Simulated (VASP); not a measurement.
Wanted: the native input for a VASP 6.6.1 run.

```yaml
Task: single point
Functional: PBE
Potentials_or_basis: VASP PAW PBE potentials, release 64 (Y_sv, Si, F)
Cutoff: 520 eV
k_mesh: 6 × 6 × 6
Occupations: gaussian, width 0.1 eV
Spin: no spin polarisation
Dipole_correction: no
Further_INCAR_settings: ALGO = Normal; EDIFF = 1e-06; NBANDS = 33
```

The structure of Y3Si2F lies in POSCAR:

```
Y3Si2F
1.0
    2.1544296558      1.2438605418     10.3544639916
   -2.1544296558      1.2438605418     10.3544639916
    0.0000000000     -2.4877210835     10.3544639916
Y Si F
3 2 1
Direct
    0.0000000000      0.0000000000      0.0000000000
    0.4296244759      0.4296244759      0.4296244759
    0.5703755241      0.5703755241      0.5703755241
    0.7208184279      0.7208184279      0.7208184279
    0.2791815721      0.2791815721      0.2791815721
    0.5000000000      0.5000000000      0.5000000000
```

The cell was generated, and may not be a known phase.

One way to write it, as run:

INCAR

```
PREC = Accurate ; ENCUT = 520
EDIFF = 1E-6 ; ISMEAR = 0
SIGMA = 0.1 ; LREAL = F
LASPH = T ; NELM = 100
ALGO = Normal ; ISIF = 2
LWAVE = F ; LCHARG = F
GGA = PE ; NBANDS = 33
```

KPOINTS

```
Automatic mesh
0
Gamma
  6 6 6
```

Potentials or basis: VASP PAW PBE potentials, release 64 (Y_sv, Si, F).

Command:

```bash
$ cat potpaw_PBE.64/Y_sv/POTCAR potpaw_PBE.64/Si/POTCAR potpaw_PBE.64/F/POTCAR > POTCAR
$ mpirun -np 1 vasp_std > vasp.out
```

It gave:

The pressure is 0.0 GPa. The largest force is 0.021 eV/Å and the band gap on the k mesh is 0.11 eV (least direct gap 0.16 eV).

Caveat: semilocal functionals underestimate gaps, and a narrow one can read as zero.

Wall time 28 min on 1 thread of Intel Xeon 8259CL (shared host), peak memory 1.1 GiB.
